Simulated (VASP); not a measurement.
A run of VASP 6.6.1 is set up as follows.

Contents of INCAR:

```
ALGO     = Normal         # electronic algorithm
EDIFF    = 1E-6           # SCF threshold, eV
ENCUT    = 520            # plane-wave cutoff, eV
GGA      = PS             # functional
ISIF     = 2              # what is computed and relaxed
ISMEAR   = -1             # smearing method
LASPH    = T              # aspherical terms in the spheres
LCHARG   = F              # write CHGCAR
LREAL    = F              # projectors in reciprocal space
LWAVE    = F              # write WAVECAR
NBANDS   = 20             # bands
NELM     = 60             # most SCF steps
PREC     = Accurate       # precision mode
SIGMA    = 0.05           # smearing width, eV
```

Contents of KPOINTS:

```
k-points
0
Gamma
  10 10 10
```

The input POSCAR:

```
MoS2
1.0
    1.5693956536      0.9060910031      6.1087235885
   -1.5693956536      0.9060910031      6.1087235885
    0.0000000000     -1.8121820061      6.1087235885
Mo S
1 2
Direct
    0.0000000000      0.0000000000      0.0000000000
    0.4170000000      0.4170000000      0.4170000000
    0.2500000000      0.2500000000      0.2500000000
```

Potentials or basis: VASP PAW PBE potentials, release 64 (Mo_sv, S).

Launch:

```console
$ cat potpaw_PBE.64/Mo_sv/POTCAR potpaw_PBE.64/S/POTCAR > POTCAR
$ mpirun -np 1 vasp_std > vasp.out
```

(1) What does it give for the band gap on the k mesh?

(2) Predict the pressure.

(3) What does it give for the largest force?

## Answers

(1) 0.91 eV, indirect (least direct gap 2.02 eV).

(2) 3.6 GPa.

(3) 0.615 eV/Å.

Caveat: the PAW data sets were made with another functional, which shifts forces and pressure a little.
